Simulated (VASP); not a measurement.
Set up this calculation in VASP 6.6.1, as the native input.

* Task: single point
* Functional: r2SCAN
* Potentials or basis: VASP PAW PBE potentials, release 64 (Eu, S)
* Cutoff: 800 eV
* k mesh: 8 × 8 × 8
* Occupations: methfessel-paxton, width 0.1 eV
* Spin: collinear spin, ferromagnetic start
* Starting moments: [7.0, 0.0] μB
* Dipole correction: no
* Further INCAR settings: ALGO = Normal; EDIFF = 1e-06; NBANDS = 22

Crystal: EuS.

```xyz
2
Lattice="0.0000 2.9280 2.9280 2.9280 0.0000 2.9280 2.9280 2.9280 0.0000" Properties=species:S:1:pos:R:3 pbc="T T T"
Eu    0.0000    0.0000    0.0000
S     2.9280    2.9280    2.9280
```

These files were run (other wordings do the same):

POSCAR

```
EuS
1.0
    0.0000000000      2.9280071947      2.9280071947
    2.9280071947      0.0000000000      2.9280071947
    2.9280071947      2.9280071947      0.0000000000
Eu S
1 1
Direct
    0.0000000000      0.0000000000      0.0000000000
    0.5000000000      0.5000000000      0.5000000000
```

INCAR.step1

```
SYSTEM = EuS
PREC     = Accurate       ! precision mode
ENCUT    = 800            ! plane-wave cutoff, eV
ISMEAR   = 1              ! smearing method
SIGMA    = 0.1            ! smearing width, eV
LREAL    = .False.        ! projectors in reciprocal space
LASPH    = .True.         ! aspherical terms in the spheres
NELM     = 200            ! most SCF steps
ISPIN    = 2              ! spin polarisation
MAGMOM   = 7 0            ! initial moments
LMAXMIX  = 6              ! l up to which the mixer works
NBANDS   = 22             ! bands
GGA      = PE             ! functional
ALGO     = Normal         ! electronic algorithm
EDIFF    = 1E-5           ! SCF threshold, eV
LWAVE    = .True.         ! write WAVECAR
LCHARG   = .False.        ! write CHGCAR
GGA_COMPAT= .False.
```

INCAR.step2

```
SYSTEM = EuS
PREC     = Accurate       ! precision mode
ENCUT    = 800            ! plane-wave cutoff, eV
EDIFF    = 1E-6           ! SCF threshold, eV
ISMEAR   = 1              ! smearing method
SIGMA    = 0.1            ! smearing width, eV
LREAL    = .False.        ! projectors in reciprocal space
LASPH    = .True.         ! aspherical terms in the spheres
NELM     = 200            ! most SCF steps
ALGO     = Normal         ! electronic algorithm
ISIF     = 2              ! what is computed and relaxed
LWAVE    = .False.        ! write WAVECAR
LCHARG   = .False.        ! write CHGCAR
ISPIN    = 2              ! spin polarisation
MAGMOM   = 7 0            ! initial moments
LORBIT   = 11             ! projections on sites
LMAXMIX  = 6              ! l up to which the mixer works
METAGGA  = R2SCAN         ! meta-GGA
LMIXTAU  = .True.       
NBANDS   = 22             ! bands
ISTART   = 1            
GGA_COMPAT= .False.
```

KPOINTS

```
regular mesh
0
Gamma
  8 8 8
  0 0 0
```

Potentials or basis: VASP PAW PBE potentials, release 64 (Eu, S).

The run is started by

```sh
$ cat potpaw_PBE.64/Eu/POTCAR potpaw_PBE.64/S/POTCAR > POTCAR
$ cp INCAR.step1 INCAR
$ mpirun -np 1 vasp_std > vasp.out
$ cp INCAR.step2 INCAR
$ mpirun -np 1 vasp_std > vasp.out
```

Results of the run:

| Item | Value |
| --- | --- |
| Pressure | 0.1 GPa |
| Band gap on the k mesh | zero (filled and empty bands overlap) |
| Net moment | 6.99 μB per cell |
| Site moments | Eu +6.52; S -0.09 μB |
| Valence electrons inside the program's atomic spheres | Eu 14.82; S 3.79 |

Caveat: the PAW data sets were made with another functional, which shifts forces and pressure a little; spin-orbit coupling is left out, which moves the levels of the heavy elements; a cell with one magnetic atom can't hold antiferromagnetic order, which such compounds often take; semilocal functionals describe open f shells poorly, which spoils levels, moments and volumes.

Wall time 4.7 min on 1 thread of Intel(R) Xeon(R) 6975P-C (Granite Rapids) (shared host), peak memory 0.39 GiB.
